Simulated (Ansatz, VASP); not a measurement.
ZnS: VASP beside Ansatz

```
CELL_PARAMETERS angstrom
3.81100 0.00000 0.00000
-1.90550 3.30042 0.00000
0.00000 0.00000 6.23400
ATOMIC_POSITIONS crystal
Zn 0.33333 0.66667 0.00000
Zn 0.66667 0.33333 0.50000
S 0.33333 0.66667 0.38500
S 0.66667 0.33333 0.88500
```

Alike in both runs: task single point; functional revPBE; k mesh 6 × 6 × 4; no spin polarisation.

```csv
,VASP,Ansatz
version,VASP 6.6.1,Ansatz 0.2.0
potentials or method,"VASP PAW PBE potentials, release 64 (Zn, S)","plane waves, PAW"
plane-wave cutoff (eV),520,420
occupations,"gaussian, width 0.01 eV",fixed
valence electrons in the cell,36,36
```

Ansatz gave:

| Quantity | Value |
| --- | --- |
| gap on the k mesh at the Fermi level (eV) | 2.37 |
| pressure (GPa) | 4.2 |
| traceless stress, the component that is largest in VASP (GPa) | -1.46 |

Q: What did VASP give for the same quantities?

A: gap on the k mesh at the Fermi level (eV): 2.38; pressure (GPa): 4.4; traceless stress, the component that is largest in VASP (GPa): -1.48.

VASP's potentials were made for PBE, not for revPBE.
